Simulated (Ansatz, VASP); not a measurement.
# CuI in VASP and in Ansatz

```
Cu I
1.0
     0.00000    3.03952    3.03952
     3.03952    0.00000    3.03952
     3.03952    3.03952    0.00000
Cu I
1 1
Cartesian
  0.0000 0.0000 0.0000
  1.5198 1.5198 1.5198
```

Alike in both runs: functional PBE; k mesh 12 × 12 × 12; occupations fermi-dirac, width 0.05 eV; no spin polarisation.

Ansatz relaxed the structure, and its values are those at the end. VASP's run is a single point on that final structure, the one shown.

|  | VASP | Ansatz |
| --- | --- | --- |
| version | VASP 6.6.1 | Ansatz 0.2.0 |
| potentials or method | VASP PAW PBE potentials, release 64 (Cu, I) | PAW with Ansatz's default frozen-core files, scalar-relativistic |
| plane-wave cutoff (eV) | 520 | 420 |
| valence electrons in the cell | 18 | 36 |

|  | VASP | Ansatz | Ansatz less VASP |
| --- | --- | --- | --- |
| pressure (GPa) | 0.0 | 0.0 | -0.01 |

VASP's potentials hold 18 valence electrons a cell and Ansatz's 36, so a difference there can come from the potentials and not from the codes.

Spin-orbit coupling is off throughout.
